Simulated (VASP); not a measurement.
The system is C.

```
C
1.0
     1.22803    0.70900    3.34701
    -1.22803    0.70900    3.34701
     0.00000   -1.41801    3.34701
C
2
Cartesian
  0.0000 0.0000 8.3943
  0.0000 0.0000 1.6467
```

- Program: VASP 6.6.1
- Task: relaxation of the atoms
- Functional: PBE
- Dispersion: D3(BJ)
- Potentials or basis: VASP PAW PBE potentials, release 64 (C)
- Cutoff: 520 eV
- k mesh: 15 × 15 × 15
- Occupations: gaussian, width 0.02 eV
- Spin: no spin polarisation

At the start: pressure 3.6 GPa; volume 8.74 Å³/atom.

Q: Where does the relaxation end?

A: Over 3 steps the energy falls by 11.2 meV/atom; space group R-3m (No. 166, to 0.05 Å).

The path:
```tsv
step	energy change (eV)	largest force (eV/Å)	pressure (GPa)
1	0.0000	0.8609	3.56
2	-0.0147	0.5087	3.70
3	-0.0225	0.0005	3.75
```

Final structure:
```
C
1.0
     1.22803    0.70900    3.34701
    -1.22803    0.70900    3.34701
     0.00000   -1.41801    3.34701
C
2
Direct
  0.83340 0.83340 0.83340
  0.16660 0.16660 0.16660
```
